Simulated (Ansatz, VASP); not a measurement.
Two plane-wave programs on GaS2

```
Ga S
1.0
     3.35437    0.00000    0.00000
    -1.67718    2.90497    0.00000
     0.00000    0.00000    6.78133
Ga S
1 2
Direct
  0.00000 0.00000 0.00000
  0.33333 0.66667 0.21977
  0.66667 0.33333 0.78023
```

Change from the starting cell: species swapped into the VSe2 type (P-3m1, No. 164).

Alike in both runs: functional PBE; k mesh 6 × 6 × 4; occupations gaussian, width 0.1 eV; no spin polarisation.

Ansatz relaxed the structure, and its values are those at the end. VASP's run is a single point on that final structure, the one shown.

```csv
,VASP,Ansatz
version,VASP 6.6.1,Ansatz 0.2.0
potentials or method,"VASP PAW PBE potentials, release 64 (Ga_d, S), cutoff 520 eV","scalar-relativistic, plane waves, PAW"
valence electrons in the cell,25,25
```

```csv
,VASP,Ansatz,Ansatz less VASP
gap on the k mesh at the Fermi level (eV),none,none,-
pressure (GPa),0.1,0.1,+0.02
```

A gap of «none» marks a metal or a gap that the smearing closes. The functional is the same, so the differences come from potentials, cutoffs and numerics.

The k mesh is coarse, so the values compare programs but aren't converged.
